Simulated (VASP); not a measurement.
# WC (Qusongite) (P-6m2) in VASP: a series of runs

WC (Qusongite) is run at these levels: PBE; tasks: single point.

Everything below comes from runs of VASP 6.6.1. Logs are shortened: lines on timing, memory, paths and dates and some standing lists are left out, and cuts for length are marked.

## Step 1: The cell of the first run

It takes space group P-6m2 (No. 187, hexagonal). Conventional cell: a = 2.897 Å, b = 2.897 Å, c = 2.826 Å, α = 90.00°, β = 90.00°, γ = 120.00°. Within 2.9 Å of W (site symmetry -6m2) lie 6 C at 2.19 Å and 8 W at 2.83 to 2.90 Å. Within 2.9 Å of C (site symmetry -6m2) lie 6 W at 2.19 Å and 8 C at 2.83 to 2.90 Å.

## Step 2: Single point, PBE

The input, INCAR:

```
SYSTEM = WC
PREC = Accurate
ENCUT = 520
EDIFF = 1E-6
ISMEAR = -1
SIGMA = 0.05
LREAL = .FALSE.
LASPH = .TRUE.
NELM = 100
ALGO = Normal
ISIF = 2
LWAVE = .FALSE.
LCHARG = .FALSE.
GGA = PE
NBANDS = 16
```

The input, KPOINTS:

```
Automatic mesh
0
G
  10 10 9
  0 0 0
```

The input, POSCAR:

```
WC
1.0
    2.8966773599      0.0000000000      0.0000000000
   -1.4483386800      2.5085961803      0.0000000000
    0.0000000000      0.0000000000      2.8263843391
W C
1 1
Direct
    0.0000000000      0.0000000000      0.0000000000
    0.6666666667      0.3333333333      0.5000000000
```

Potentials or basis: VASP PAW PBE potentials, release 64 (W_sv, C).

The run is started by

```bash
> cat potpaw_PBE.64/W_sv/POTCAR potpaw_PBE.64/C/POTCAR > POTCAR
> mpirun -np 1 vasp_std > vasp.out
```

OUTCAR:

```text
SYSTEM = WC
   PREC = Accurate
   ENCUT = 520
   EDIFF = 1E-6
   ISMEAR = -1
   LREAL = .FALSE.
   LASPH = .TRUE.
   NELM = 100
   ISIF = 2
   GGA = PE

 ion  position               nearest neighbor table
   1  0.000  0.000  0.000-   2 2.19   2 2.19   2 2.19   2 2.19   2 2.19   2 2.19
   2  0.667  0.333  0.500-   1 2.19   1 2.19   1 2.19   1 2.19   1 2.19   1 2.19

  LATTYP: Found a hexagonal cell.
 ALAT       =     2.8966773599
 C/A-ratio  =     0.9757332239

  Lattice vectors:

 A1 = (   2.8966773599,   0.0000000000,   0.0000000000)
 A2 = (  -1.4483386800,   2.5085961803,   0.0000000000)
 A3 = (   0.0000000000,   0.0000000000,   2.8263843391)

Analysis of symmetry for initial positions (statically):
=====================================================================
 Subroutine PRICEL returns:
 Original cell was already a primitive cell.

 Routine SETGRP: Setting up the symmetry group for a
 hexagonal supercell.

 Subroutine GETGRP returns: Found 12 space group operations
 (whereof 12 operations were pure point group operations)
 out of a pool of 24 trial point group operations.

The static configuration has the point symmetry D_3h.

Analysis of symmetry for dynamics (positions and initial velocities):
=====================================================================
 Subroutine PRICEL returns:
 Original cell was already a primitive cell.

 Routine SETGRP: Setting up the symmetry group for a
 hexagonal supercell.

 Subroutine GETGRP returns: Found 12 space group operations
 (whereof 12 operations were pure point group operations)
 out of a pool of 24 trial point group operations.

The dynamic configuration has the point symmetry D_3h.

 Subroutine INISYM returns: Found 12 space group operations
 (whereof 12 operations are pure point group operations),
 and found     1 'primitive' translations

----------------------------------------------------------------------------------------

                                     Primitive cell

  volume of cell :      20.5382

  direct lattice vectors                    reciprocal lattice vectors
     2.896677360  0.000000000  0.000000000     0.345223121  0.199314662  0.000000000
    -1.448338680  2.508596180  0.000000000     0.000000000  0.398629324  0.000000000
     0.000000000  0.000000000  2.826384339     0.000000000  0.000000000  0.353808923

  length of vectors
     2.896677360  2.896677360  2.826384339     0.398629324  0.398629324  0.353808923

  position of ions in fractional coordinates (direct lattice)
     0.000000000  0.000000000  0.000000000
     0.666666667  0.333333333  0.500000000

  ion indices of the primitive-cell ions
   primitive index   ion index
                 1           1
                 2           2

----------------------------------------------------------------------------------------

 KPOINTS: Automatic mesh

Automatic generation of k-mesh.
 Grid dimensions read from file:
 generate k-points for:   10   10    9

 Generating k-lattice:

  Cartesian coordinates                     Fractional coordinates (reciprocal lattice)
     0.034522312  0.019931466  0.000000000     0.100000000  0.000000000  0.000000000
     0.000000000  0.039862932  0.000000000     0.000000000  0.100000000  0.000000000
     0.000000000  0.000000000  0.039312103     0.000000000  0.000000000  0.111111111

  Length of vectors
     0.039862932  0.039862932  0.039312103

  Shift w.r.t. Gamma in fractional coordinates (k-lattice)
     0.000000000  0.000000000  0.000000000

 Subroutine IBZKPT returns following result:
 ===========================================

 Found     70 irreducible k-points:

 Following reciprocal coordinates:
            Coordinates               Weight
  0.000000  0.000000  0.000000      1.000000
  0.100000 -0.000000  0.000000      6.000000
  0.200000 -0.000000  0.000000      6.000000
  0.300000  0.000000  0.000000      6.000000
  0.400000  0.000000  0.000000      6.000000
  0.500000  0.000000  0.000000      3.000000
[... 16 lines left out ...]
  0.300000  0.100000  0.111111     24.000000
  0.400000  0.100000  0.111111     24.000000
 [... further k-points ...]
   k-points           NKPTS =     70   k-points in BZ     NKDIM =     70   number of bands    NBANDS=     16
   number of dos      NEDOS =    301   number of ions     NIONS =      2
   total plane-waves  NPLWV =  13824
   dimension x,y,z NGX =    24 NGY =   24 NGZ =   24
   dimension x,y,z NGXF=    48 NGYF=   48 NGZF=   48
   ions per type =               1   1
   NGX,Y,Z   is equivalent  to a cutoff of  13.77, 13.77, 14.12 a.u.
   NGXF,Y,Z  is equivalent  to a cutoff of  27.55, 27.55, 28.23 a.u.
 SYSTEM =  WC
   PREC   = accura    normal or accurate (medium, high low for compatibility)
   ISTART =      0    job   : 0-new  1-cont  2-samecut
   ICHARG =      2    charge: 1-file 2-atom 10-const
   ISPIN  =      1    spin polarized calculation?
   LNONCOLLINEAR =      F non collinear calculations
   LSORBIT =      F    spin-orbit coupling
   LASPH  =      T    aspherical Exc in radial PAW
   ENCUT  =  520.0 eV  38.22 Ry    6.18 a.u.   5.39  5.39  5.26*2*pi/ulx,y,z
   NELM   =    100;   NELMIN=  2; NELMDL= -5     # of ELM steps
   EDIFF  = 0.1E-05   stopping-criterion for ELM
   LREAL  =      F    real-space projection
   EDIFFG = 0.1E-04   stopping-criterion for IOM
   NSW    =      0    number of steps for IOM
   IBRION =     -1    ionic relax: 0-MD 1-quasi-New 2-CG
   NFREE  =      0    steps in history (QN), initial steepest desc. (CG)
   ISIF   =      2    stress and relaxation
   ISYM   =      2    0-nonsym 1-usesym 2-fastsym
   POTIM  = 0.5000    time-step for ionic-motion
   TEBEG  =    0.0;   TEEND  =   0.0 temperature during run
   PSTRESS=    0.0 pullay stress
   NELECT =      18.0000    total number of electrons
   NUPDOWN=      -1.0000    fix difference up-down
   EMIN   =  10.00;   EMAX   =-10.00  energy-range for DOS
[... 5 lines left out ...]
     AMIX     =   0.40;   BMIX     =  1.00
     AMIX_MAG =   1.60;   BMIX_MAG =  1.00
  volume/ion in A,a.u.               =      10.27        69.30
  Fermi-wavevector in a.u.,A,eV,Ry     =   1.566673  2.960582 33.395005  2.454464
  Thomas-Fermi vector in A             =   2.668966
   LORBIT       =      0    0 simple, 1 ext, 2 COOP (PROOUT), +10 PAW based schemes
   GGA     = PE    functional components
   LHFCALC =     F    Hartree Fock is set to
   AEXX    =    0.0000 exact exchange contribution
   IVDW    =     0    specifies the selected vdW correction
   LEPSILON=     F    determine dielectric tensor
   LRPA    =     F    only Hartree local field effects (RPA)
 non-spin polarized calculation
  energy-cutoff  :      520.00
  volume of cell :       20.54
 maximum number of plane-waves:       569
 NGX is ok and might be reduce to    24
   NGX = 11   NGY = 11   NGZ = 11

 number of electron      18.0000001 magnetization

 Free energy of the ion-electron system (eV)
  ---------------------------------------------------
  ext. energy  EPLUGINS =         0.00000000
  ---------------------------------------------------
  free energy    TOTEN  =       -22.43446937 eV

  energy without entropy =      -22.43259492  energy(sigma->0) =      -22.43353214

 E-fermi :  11.2216     XC(G=0): -13.8581

 val. band max:       11.1326933432   @ k =   0.0000   0.0000   0.3333
 cond. band min:      11.2367720170   @ k =   0.1000  -0.0000   0.3333
 fundamental gap:      0.1040786738
 Fermi energy:        11.2216024899

 k-point     1 :       0.0000    0.0000    0.0000
  band No.  band energies     occupation
      1     -62.7507      2.00000
      2     -26.7338      2.00000
      3     -26.6250      2.00000
      4     -26.6250      2.00000
      5      -3.3058      2.00000
      6       6.8563      2.00000
[... 8 lines left out ...]
     15      25.6781      0.00000
     16      28.0572      0.00000

 k-point     2 :       0.1000   -0.0000    0.0000
  band No.  band energies     occupation
      1     -62.7449      2.00000
      2     -26.7228      2.00000
      3     -26.7100      2.00000
      4     -26.6442      2.00000
      5      -3.0418      2.00000
      6       6.8888      2.00000
[... 8 lines left out ...]
     15      25.2192      0.00000
     16      28.6095      0.00000

 k-point     3 :       0.2000   -0.0000    0.0000
  band No.  band energies     occupation
      1     -62.7296      2.00000
      2     -26.9277      2.00000
      3     -26.6941      2.00000
      4     -26.6940      2.00000
      5      -2.3167      2.00000
      6       6.1612      2.00000
[... 8 lines left out ...]
     15      25.0239      0.00000
     16      29.7613      0.00000

 k-point     4 :       0.3000    0.0000    0.0000
  band No.  band energies     occupation
      1     -62.7107      2.00000
      2     -27.1876      2.00000
      3     -26.7551      2.00000
      4     -26.6582      2.00000
      5      -1.3184      2.00000
      6       5.1738      2.00000
[... 8 lines left out ...]
     15      25.9649      0.00000
     16      28.6905      0.00000

 k-point     5 :       0.4000    0.0000    0.0000
  band No.  band energies     occupation
      1     -62.6954      2.00000
      2     -27.3912      2.00000
      3     -26.8040      2.00000
      4     -26.6291      2.00000
      5      -0.3605      2.00000
      6       4.4344      2.00000
[... 8 lines left out ...]
     15      25.3443      0.00000
     16      28.5158      0.00000

 k-point     6 :       0.5000    0.0000    0.0000
  band No.  band energies     occupation
      1     -62.6895      2.00000
      2     -27.4675      2.00000
      3     -26.8225      2.00000
      4     -26.6179      2.00000
      5       0.0714      2.00000
      6       4.1432      2.00000
[... 8 lines left out ...]
     15      24.1860      0.00000
     16      29.4781      0.00000
[... 267 lines left out ...]
 k-point    21 :       0.1000    0.1000    0.1111
  band No.  band energies     occupation
      1     -62.7294      2.00000
      2     -26.8474      2.00000
      3     -26.7933      2.00000
      4     -26.6765      2.00000
      5      -2.2775      2.00000
      6       6.6040      2.00000
[... 8 lines left out ...]
     15      24.7880      0.00000
     16      28.9703      0.00000

 k-point    22 :       0.2000    0.1000    0.1111
  band No.  band energies     occupation
      1     -62.7123      2.00000
      2     -27.0677      2.00000
      3     -26.7604      2.00000
      4     -26.7465      2.00000
      5      -1.4575      2.00000
      6       5.7133      2.00000
[... 8 lines left out ...]
     15      24.9272      0.00000
     16      29.0498      0.00000

 k-point    23 :       0.3000    0.1000    0.1111
  band No.  band energies     occupation
      1     -62.6953      2.00000
      2     -27.2820      2.00000
      3     -26.8166      2.00000
      4     -26.7259      2.00000
      5      -0.5220      2.00000
      6       4.8386      2.00000
[... 8 lines left out ...]
     15      25.6255      0.00000
     16      27.9579      0.00000

 k-point    24 :       0.4000    0.1000    0.1111
  band No.  band energies     occupation
      1     -62.6847      2.00000
      2     -27.4114      2.00000
      3     -26.8595      2.00000
      4     -26.7044      2.00000
      5       0.1661      2.00000
      6       4.2731      2.00000
[... 8 lines left out ...]
     15      24.7675      0.00000
     16      28.8026      0.00000

 [... further k-points ...]
[... 5 lines left out ...]
  --------------------------------------------------------------------------------------
  -------------------------------------------------------------------------------------
  Total        1.4185653      1.4185653      1.4566080     -0.0000000      0.0000000     -0.0000000
  in kB      110.6618224    110.6618224    113.6295200     -0.0000000      0.0000000     -0.0000000
  external PRESSURE =     111.6510550 kB  Pullay stress =       0.0000000 kB

 VOLUME and BASIS-vectors are now :
 -----------------------------------------------------------------------------
  energy-cutoff  :      520.00
  volume of cell :       20.54
      direct lattice vectors                 reciprocal lattice vectors
     2.896677360  0.000000000  0.000000000     0.345223121  0.199314662  0.000000000
    -1.448338680  2.508596180  0.000000000     0.000000000  0.398629324  0.000000000
     0.000000000  0.000000000  2.826384339     0.000000000  0.000000000  0.353808923

 POSITION                                       TOTAL-FORCE (eV/Angst)
 -----------------------------------------------------------------------------------
      0.00000      0.00000      0.00000         0.000000      0.000000      0.000000
      1.44834      0.83620      1.41319        -0.000000     -0.000000      0.000000
 -----------------------------------------------------------------------------------
    total drift:                                0.000000     -0.000000      0.000000

  FREE ENERGIE OF THE ION-ELECTRON SYSTEM (eV)
  ---------------------------------------------------
  free  energy   TOTEN  =       -22.4344693708 eV

  energy  without entropy=      -22.4325949163  energy(sigma->0) =      -22.43353214
```

Wall time 9.7 s (1 thread of Intel Xeon 6975P-C (Granite Rapids), shared host); peak memory 0.15 GiB.

What came out:

- Free energy: -22.4345 eV
- Pressure: 11.2 GPa
- Band gap on the k mesh: zero (band 9 reaches 11.88 eV, above the bottom of band 10 at 10.68 eV)

Caveat: spin-orbit coupling is left out, which moves the levels of the heavy elements.

(Continued in part 2 of 2.)
